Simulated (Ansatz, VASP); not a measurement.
# Si3N4 in VASP and in Ansatz

```xyz
14
Lattice="-3.2156 3.2156 3.2156 3.2156 -3.2156 3.2156 3.2156 3.2156 -3.2156" Properties=species:S:1:pos:R:3 pbc="T T T"
Si    2.4117    3.2156   -1.6078
Si   -1.6078    2.4117    3.2156
Si    0.8039    3.2156    1.6078
Si    1.6078    0.8039    3.2156
Si    3.2156   -1.6078    2.4117
Si    3.2156    1.6078    0.8039
N     1.8020    1.8020    1.8020
N     0.1942   -0.1942    3.0214
N     1.4136    4.6292   -1.4136
N     3.0214    0.1942   -0.1942
N    -1.4136    1.4136    4.6292
N     0.1942    0.1942    0.1942
N     4.6292   -1.4136    1.4136
N    -0.1942    3.0214    0.1942
```

Change from the starting cell: volume scaled by 0.98, ions relaxed.

Alike in both runs: functional PBE; k mesh 6 × 6 × 6; occupations fermi-dirac, width 0.02 eV; no spin polarisation.

Ansatz relaxed the structure, and its values are those at the end. VASP's run is a single point on that final structure, the one shown.

|  | VASP | Ansatz |
| --- | --- | --- |
| version | VASP 6.6.1 | Ansatz 0.2.0 |
| potentials or method | VASP PAW PBE potentials, release 64 (Si, N) | plane-wave PAW, scalar-relativistic |
| plane-wave cutoff (eV) | 520 | 420 |
| valence electrons in the cell | 64 | 64 |

Ansatz gave:

| Quantity | Value |
| --- | --- |
| gap on the k mesh at the Fermi level (eV) | 4.16 |
| pressure (GPa) | 7.3 |

Q: Estimate VASP's values.

A: gap on the k mesh at the Fermi level (eV): 4.15; pressure (GPa): 7.0.

With one functional, cell and mesh, what is left measures potentials, basis and numerics. Ansatz's warnings: stress scf threshold loose.
